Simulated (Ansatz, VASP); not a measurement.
**CoO: VASP beside Ansatz**

```
Co O
1.0
    -1.50800    1.50800    2.10725
     1.50800   -1.50800    2.10725
     1.50800    1.50800   -2.10725
Co O
1 1
Direct
  0.00000 0.00000 0.00000
  0.50000 0.50000 0.00000
```

Alike in both runs: task single point; functional PBE; k mesh 1 × 1 × 1; occupations gaussian, width 0.1 eV; collinear spin.

|  | VASP | Ansatz |
| --- | --- | --- |
| version | VASP 6.6.1 | Ansatz 0.2.0 |
| potentials or method | VASP PAW PBE potentials, release 64 (Co, O), cutoff 520 eV | scalar-relativistic, plane waves, PAW |
| valence electrons in the cell | 15 | 23 |

Ansatz gave:

```
gap on the k mesh at the Fermi level (eV)                     : 0.15
least direct gap on the mesh (eV)                             : 0.15
pressure (GPa)                                                : 26.2
traceless stress, the component that is largest in VASP (GPa) : 11.93
net moment per atom (μB)                                      : 0.65
size of the moment on the site where the two differ most (μB) : 1.95
```

Question: Which values does VASP return?

Answer: gap on the k mesh at the Fermi level (eV): 1.61; least direct gap on the mesh (eV): 1.61; pressure (GPa): 22.9; traceless stress, the component that is largest in VASP (GPa): -6.40; net moment per atom (μB): 1.50; size of the moment on the site where the two differ most (μB): 2.12.

The net moments are unlike, so the other rows may belong to different states. Site moments also hang on the region over which each program counts them. VASP's potentials hold 15 valence electrons a cell and Ansatz's 23, so a difference there can come from the potentials and not from the codes. Ansatz's warnings: seeded moment not kept, stability check not made.

The k mesh is coarse, so the values compare programs but aren't converged.
